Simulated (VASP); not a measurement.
# RbCl (Fm-3m) in VASP: single point with PBEsol

Aim: the single point of RbCl with PBEsol.

Program: VASP 6.6.1. These are calculated values, not measurements. Logs are shortened: lines on timing, memory, paths and dates and some standing lists are left out, and cuts for length are marked.

### Step 1. The cell of the first run

The structure is cubic, space group Fm-3m (No. 225). Conventional cell: a = 6.548 Å, b = 6.548 Å, c = 6.548 Å, α = 90.00°, β = 90.00°, γ = 90.00°. Within 4.3 Å of Rb (site symmetry m-3m) lie 6 Cl at 3.27 Å. Within 4.3 Å of Cl (site symmetry m-3m) lie 6 Rb at 3.27 Å.

### Step 2. Single point, PBEsol

INCAR

```
SYSTEM = RbCl
PREC = Accurate
ENCUT = 500
EDIFF = 1E-6
ISMEAR = 0
SIGMA = 0.01
LREAL = .FALSE.
LASPH = .TRUE.
NELM = 120
ALGO = Normal
ISIF = 2
LWAVE = .FALSE.
LCHARG = .FALSE.
GGA = PS
NBANDS = 15
GGA_COMPAT = .FALSE.
```

KPOINTS

```
regular mesh
0
G
  4 4 4
  0 0 0
```

POSCAR

```
RbCl
1.0
    4.6301350000      0.0000000000      0.0000000000
    2.3150675000      4.0098145330      0.0000000000
    2.3150675000      1.3366048443      3.7804893967
Rb Cl
1 1
Direct
    0.0000000000      0.0000000000      0.0000000000
    0.5000000000      0.5000000000      0.5000000000
```

Potentials or basis: VASP PAW PBE potentials, release 64 (Rb_sv, Cl).

Launch:

```console
> cat potpaw_PBE.64/Rb_sv/POTCAR potpaw_PBE.64/Cl/POTCAR > POTCAR
> mpirun -np 1 vasp_std > vasp.out
```

OUTCAR:

```text
SYSTEM = RbCl
   PREC = Accurate
   ENCUT = 500
   EDIFF = 1E-6
   ISMEAR = 0
   LREAL = .FALSE.
   LASPH = .TRUE.
   NELM = 120
   ISIF = 2
   GGA = PS

 ion  position               nearest neighbor table
   1  0.000  0.000  0.000-   2 3.27   2 3.27   2 3.27   2 3.27   2 3.27   2 3.27
   2  0.500  0.500  0.500-   1 3.27   1 3.27   1 3.27   1 3.27   1 3.27   1 3.27

  LATTYP: Found a face centered cubic cell.
 ALAT       =     6.5479997127

  Lattice vectors:

 A1 = (   4.6301350000,   0.0000000000,   0.0000000000)
 A2 = (   2.3150675000,   4.0098145330,   0.0000000000)
 A3 = (   2.3150675000,   1.3366048443,   3.7804893967)

Analysis of symmetry for initial positions (statically):
=====================================================================
 Subroutine PRICEL returns:
 Original cell was already a primitive cell.

 Routine SETGRP: Setting up the symmetry group for a
 face centered cubic supercell.

 Subroutine GETGRP returns: Found 48 space group operations
 (whereof 48 operations were pure point group operations)
 out of a pool of 48 trial point group operations.

The static configuration has the point symmetry O_h .

Analysis of symmetry for dynamics (positions and initial velocities):
=====================================================================
 Subroutine PRICEL returns:
 Original cell was already a primitive cell.

 Routine SETGRP: Setting up the symmetry group for a
 face centered cubic supercell.

 Subroutine GETGRP returns: Found 48 space group operations
 (whereof 48 operations were pure point group operations)
 out of a pool of 48 trial point group operations.

The dynamic configuration has the point symmetry O_h .

 Subroutine INISYM returns: Found 48 space group operations
 (whereof 48 operations are pure point group operations),
 and found     1 'primitive' translations

----------------------------------------------------------------------------------------

                                     Primitive cell

  volume of cell :      70.1885

  direct lattice vectors                    reciprocal lattice vectors
     4.630135000  0.000000000  0.000000000     0.215976424 -0.124694047 -0.088172006
     2.315067500  4.009814533  0.000000000     0.000000000  0.249388093 -0.088172006
     2.315067500  1.336604844  3.780489397     0.000000000  0.000000000  0.264516018

  length of vectors
     4.630135000  4.630135000  4.630135000     0.264516018  0.264516018  0.264516018

  position of ions in fractional coordinates (direct lattice)
     0.000000000  0.000000000  0.000000000
     0.500000000  0.500000000  0.500000000

  ion indices of the primitive-cell ions
   primitive index   ion index
                 1           1
                 2           2

----------------------------------------------------------------------------------------

 KPOINTS: regular mesh

Automatic generation of k-mesh.
 Grid dimensions read from file:
 generate k-points for:    4    4    4

 Generating k-lattice:

  Cartesian coordinates                     Fractional coordinates (reciprocal lattice)
     0.053994106 -0.031173512 -0.022043001     0.250000000 -0.000000000 -0.000000000
     0.000000000  0.062347023 -0.022043001     0.000000000  0.250000000  0.000000000
     0.000000000  0.000000000  0.066129004     0.000000000  0.000000000  0.250000000

  Length of vectors
     0.066129004  0.066129004  0.066129004

  Shift w.r.t. Gamma in fractional coordinates (k-lattice)
     0.000000000  0.000000000  0.000000000

 Subroutine IBZKPT returns following result:
 ===========================================

 Found      8 irreducible k-points:

 Following reciprocal coordinates:
            Coordinates               Weight
  0.000000  0.000000  0.000000      1.000000
  0.250000 -0.000000 -0.000000      8.000000
  0.500000 -0.000000 -0.000000      4.000000
  0.250000  0.250000 -0.000000      6.000000
  0.500000  0.250000 -0.000000     24.000000
 -0.250000  0.250000  0.000000     12.000000
  0.500000  0.500000 -0.000000      3.000000
 -0.250000  0.500000  0.250000      6.000000
   k-points           NKPTS =      8   k-points in BZ     NKDIM =      8   number of bands    NBANDS=     15
   number of dos      NEDOS =    301   number of ions     NIONS =      2
   total plane-waves  NPLWV =  46656
   dimension x,y,z NGX =    36 NGY =   36 NGZ =   36
   dimension x,y,z NGXF=    72 NGYF=   72 NGZF=   72
   ions per type =               1   1
   NGX,Y,Z   is equivalent  to a cutoff of  12.93, 12.93, 12.93 a.u.
   NGXF,Y,Z  is equivalent  to a cutoff of  25.85, 25.85, 25.85 a.u.
 SYSTEM =  RbCl
   PREC   = accura    normal or accurate (medium, high low for compatibility)
   ISTART =      0    job   : 0-new  1-cont  2-samecut
   ICHARG =      2    charge: 1-file 2-atom 10-const
   ISPIN  =      1    spin polarized calculation?
   LNONCOLLINEAR =      F non collinear calculations
   LSORBIT =      F    spin-orbit coupling
   LASPH  =      T    aspherical Exc in radial PAW
   ENCUT  =  500.0 eV  36.75 Ry    6.06 a.u.   8.44  8.44  8.44*2*pi/ulx,y,z
   NELM   =    120;   NELMIN=  2; NELMDL= -5     # of ELM steps
   EDIFF  = 0.1E-05   stopping-criterion for ELM
   LREAL  =      F    real-space projection
   EDIFFG = 0.1E-04   stopping-criterion for IOM
   NSW    =      0    number of steps for IOM
   IBRION =     -1    ionic relax: 0-MD 1-quasi-New 2-CG
   NFREE  =      0    steps in history (QN), initial steepest desc. (CG)
   ISIF   =      2    stress and relaxation
   ISYM   =      2    0-nonsym 1-usesym 2-fastsym
   POTIM  = 0.5000    time-step for ionic-motion
   TEBEG  =    0.0;   TEEND  =   0.0 temperature during run
   PSTRESS=    0.0 pullay stress
   NELECT =      16.0000    total number of electrons
   NUPDOWN=      -1.0000    fix difference up-down
   EMIN   =  10.00;   EMAX   =-10.00  energy-range for DOS
   EFERMI =   0.00;   METHOD = LEGACY
   ISMEAR =     0;   SIGMA  =   0.01  broadening in eV -4-tet -1-fermi 0-gaus
   EFERMI_NEDOS =   21; number of points for ismear=-14 and -15
   IALGO  =     38    algorithm
   IMIX   =      4    mixing-type and parameters
     AMIX     =   0.40;   BMIX     =  1.00
     AMIX_MAG =   1.60;   BMIX_MAG =  1.00
  volume/ion in A,a.u.               =      35.09       236.83
  Fermi-wavevector in a.u.,A,eV,Ry     =   1.000060  1.889840 13.607466  1.000121
  Thomas-Fermi vector in A             =   2.132392
   LORBIT       =      0    0 simple, 1 ext, 2 COOP (PROOUT), +10 PAW based schemes
   GGA     = PS    functional components
   LHFCALC =     F    Hartree Fock is set to
   AEXX    =    0.0000 exact exchange contribution
   IVDW    =     0    specifies the selected vdW correction
   LEPSILON=     F    determine dielectric tensor
   LRPA    =     F    only Hartree local field effects (RPA)
 non-spin polarized calculation
 Gauss-broadening in eV      SIGMA  =   0.01
  energy-cutoff  :      500.00
  volume of cell :       70.19
 maximum number of plane-waves:      1812
 NGX is ok and might be reduce to    36
   NGX = 17   NGY = 17   NGZ = 17

 number of electron      16.0000001 magnetization

 Free energy of the ion-electron system (eV)
  ---------------------------------------------------
  ext. energy  EPLUGINS =         0.00000000
  ---------------------------------------------------
  free energy    TOTEN  =        -6.89440843 eV

  energy without entropy =       -6.89440843  energy(sigma->0) =       -6.89440843

 E-fermi :  -1.8395     XC(G=0):  -7.5902

 val. band max:       -1.8937677234   @ k =   0.0000   0.0000   0.0000
 cond. band min:       2.9934052627   @ k =   0.0000   0.0000   0.0000
 fundamental gap:      4.8871729861
 Fermi energy:        -1.8394992392

 k-point     1 :       0.0000    0.0000    0.0000
  band No.  band energies     occupation
      1     -25.7353      2.00000
      2     -13.8766      2.00000
      3      -9.7952      2.00000
      4      -9.7952      2.00000
      5      -9.7952      2.00000
      6      -1.8938      2.00000
      7      -1.8938      2.00000
      8      -1.8938      2.00000
      9       2.9934      0.00000
     10       6.0189      0.00000
     11       6.0189      0.00000
     12       6.0189      0.00000
     13       7.0098      0.00000
     14       7.0098      0.00000
     15      10.0618      0.00000

 k-point     2 :       0.2500   -0.0000   -0.0000
  band No.  band energies     occupation
      1     -25.7264      2.00000
      2     -13.9113      2.00000
      3      -9.8016      2.00000
      4      -9.8016      2.00000
      5      -9.7796      2.00000
      6      -2.4042      2.00000
      7      -2.0819      2.00000
      8      -2.0819      2.00000
      9       4.2858      0.00000
     10       5.7812      0.00000
     11       6.7955      0.00000
     12       6.7955      0.00000
     13       7.9104      0.00000
     14       7.9104      0.00000
     15      11.8023      0.00000

 k-point     3 :       0.5000   -0.0000   -0.0000
  band No.  band energies     occupation
      1     -25.7175      2.00000
      2     -13.9456      2.00000
      3      -9.8080      2.00000
      4      -9.8080      2.00000
      5      -9.7646      2.00000
      6      -2.8074      2.00000
      7      -2.2560      2.00000
      8      -2.2560      2.00000
      9       5.7526      0.00000
     10       6.0258      0.00000
     11       8.2486      0.00000
     12       8.2486      0.00000
     13       9.4188      0.00000
     14       9.4188      0.00000
     15      10.1912      0.00000

 k-point     4 :       0.2500    0.2500   -0.0000
  band No.  band energies     occupation
      1     -25.7237      2.00000
      2     -13.8880      2.00000
      3      -9.8500      2.00000
      4      -9.8500      2.00000
      5      -9.8097      2.00000
      6      -2.4550      2.00000
      7      -1.9647      2.00000
      8      -1.9647      2.00000
      9       4.3813      0.00000
     10       4.8751      0.00000
     11       7.5009      0.00000
     12       7.5739      0.00000
     13       7.5739      0.00000
     14       8.4198      0.00000
     15      11.4045      0.00000

 k-point     5 :       0.5000    0.2500   -0.0000
  band No.  band energies     occupation
      1     -25.7151      2.00000
      2     -13.8867      2.00000
      3      -9.9379      2.00000
      4      -9.8572      2.00000
      5      -9.8426      2.00000
      6      -2.4602      2.00000
      7      -2.1944      2.00000
      8      -2.1268      2.00000
      9       5.0858      0.00000
     10       5.9831      0.00000
     11       7.9079      0.00000
     12       8.3327      0.00000
     13       8.5616      0.00000
     14       9.1345      0.00000
     15       9.8398      0.00000

 k-point     6 :      -0.2500    0.2500    0.0000
  band No.  band energies     occupation
      1     -25.7178      2.00000
      2     -13.9103      2.00000
      3      -9.9207      2.00000
      4      -9.8090      2.00000
      5      -9.7800      2.00000
      6      -2.6113      2.00000
      7      -2.2374      2.00000
      8      -2.0767      2.00000
      9       5.3998      0.00000
     10       5.7769      0.00000
     11       7.4960      0.00000
     12       7.6183      0.00000
     13       8.4738      0.00000
     14       9.5001      0.00000
     15       9.9951      0.00000

 k-point     7 :       0.5000    0.5000   -0.0000
  band No.  band energies     occupation
      1     -25.7127      2.00000
      2     -13.8257      2.00000
      3     -10.0765      2.00000
      4      -9.9053      2.00000
      5      -9.9053      2.00000
      6      -2.2220      2.00000
      7      -1.9967      2.00000
      8      -1.9967      2.00000
      9       4.1787      0.00000
     10       6.1164      0.00000
     11       7.7463      0.00000
     12       8.1419      0.00000
     13       8.4880      0.00000
     14       9.8862      0.00000
     15       9.8862      0.00000

 k-point     8 :      -0.2500    0.5000    0.2500
  band No.  band energies     occupation
      1     -25.7124      2.00000
      2     -13.8613      2.00000
      3      -9.9913      2.00000
      4      -9.9913      2.00000
      5      -9.7811      2.00000
      6      -2.3630      2.00000
      7      -2.1395      2.00000
      8      -2.1395      2.00000
      9       5.6816      0.00000
     10       5.6816      0.00000
     11       7.4243      0.00000
     12       7.4328      0.00000
     13       9.6632      0.00000
     14       9.9333      0.00000
     15      10.3925      0.00000

------------------------ aborting loop because EDIFF is reached ----------------------------------------

  FORCE on cell =-STRESS in cart. coord.  units (eV):
  Direction    XX          YY          ZZ          XY          YZ          ZX
  --------------------------------------------------------------------------------------
  -------------------------------------------------------------------------------------
  Total       -0.0098681     -0.0098681     -0.0098681      0.0000000      0.0000000      0.0000000
  in kB       -0.2252575     -0.2252575     -0.2252575      0.0000000      0.0000000      0.0000000
  external PRESSURE =      -0.2252575 kB  Pullay stress =       0.0000000 kB

 VOLUME and BASIS-vectors are now :
 -----------------------------------------------------------------------------
  energy-cutoff  :      500.00
  volume of cell :       70.19
      direct lattice vectors                 reciprocal lattice vectors
     4.630135000  0.000000000  0.000000000     0.215976424 -0.124694047 -0.088172006
     2.315067500  4.009814533  0.000000000     0.000000000  0.249388093 -0.088172006
     2.315067500  1.336604844  3.780489397     0.000000000  0.000000000  0.264516018

 POSITION                                       TOTAL-FORCE (eV/Angst)
 -----------------------------------------------------------------------------------
      0.00000      0.00000      0.00000        -0.000000      0.000000      0.000000
      4.63014      2.67321      1.89024         0.000000     -0.000000      0.000000
 -----------------------------------------------------------------------------------
    total drift:                                0.000000      0.000000      0.000000

  FREE ENERGIE OF THE ION-ELECTRON SYSTEM (eV)
  ---------------------------------------------------
  free  energy   TOTEN  =        -6.8944084319 eV

  energy  without entropy=       -6.8944084319  energy(sigma->0) =       -6.89440843
```

It used 9.2 s of CPU time on 1 thread of AMD EPYC 7R13 Processor (Zen 3), with other jobs on the host.

Results:

```
Free energy            : -6.8944 eV
Pressure               : 0.0 GPa
Band gap on the k mesh : 4.89 eV, direct
```

Caveat: the PAW data sets were made with another functional, which shifts forces and pressure a little.
